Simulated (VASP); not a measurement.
The system is Al2O3.

```
Al O
1.0
     3.01748    0.00000    0.00000
    -1.50874    2.61322    0.00000
     0.00000    0.00000    7.57464
Al O
2 3
Direct
  0.00000 0.00000 0.27795
  0.00000 0.00000 0.72205
  0.33333 0.66667 0.19945
  0.66667 0.33333 0.80055
  0.00000 0.00000 0.50000
```

| Property | Result |
| --- | --- |
| Program | VASP 6.6.1 |
| Task | relaxation of cell and atoms |
| Functional | r2SCAN |
| Potentials or basis | VASP PAW PBE potentials, release 64 (Al, O) |
| Cutoff | 600 eV |
| k mesh | 12 × 12 × 4 |
| Occupations | gaussian, width 0.02 eV |
| Spin | no spin polarisation |

At the start: pressure -5.8 GPa; volume 11.95 Å³/atom.

Where does the relaxation end?

Over 7 steps the energy falls by 7.9 meV/atom and the volume is 11.57 Å³/atom (-3.2 %); space group P-3m1 (No. 164, to 0.05 Å).

The path:
```csv
step,energy change (eV),largest force (eV/Å),pressure (GPa),volume (Å³)
1,0.0000,0.4153,-5.81,59.73
2,0.0065,0.5811,6.99,56.06
3,-0.0383,0.2106,-0.05,57.92
4,-0.0338,0.4962,0.05,57.73
5,-0.0394,0.0141,-0.04,57.86
6,-0.0394,0.0128,-0.04,57.86
7,-0.0394,0.0031,0.00,57.85
```

Final structure:
```cif
data_structure
_symmetry_space_group_name_H-M 'P 1'
_symmetry_Int_Tables_number 1
_cell_length_a 2.9837
_cell_length_b 2.9837
_cell_length_c 7.5031
_cell_angle_alpha 90.000
_cell_angle_beta 90.000
_cell_angle_gamma 120.000
_cell_volume 57.85
loop_
_atom_site_label
_atom_site_type_symbol
_atom_site_fract_x
_atom_site_fract_y
_atom_site_fract_z
_atom_site_occupancy
Al1 Al 0.00000 0.00000 0.27793 1
Al2 Al 0.00000 0.00000 0.72207 1
O1 O 0.33333 0.66667 0.20077 1
O2 O 0.66667 0.33333 0.79923 1
O3 O 0.00000 0.00000 0.50000 1
```

Caveat: the PAW data sets were made with another functional, which shifts forces and pressure a little.
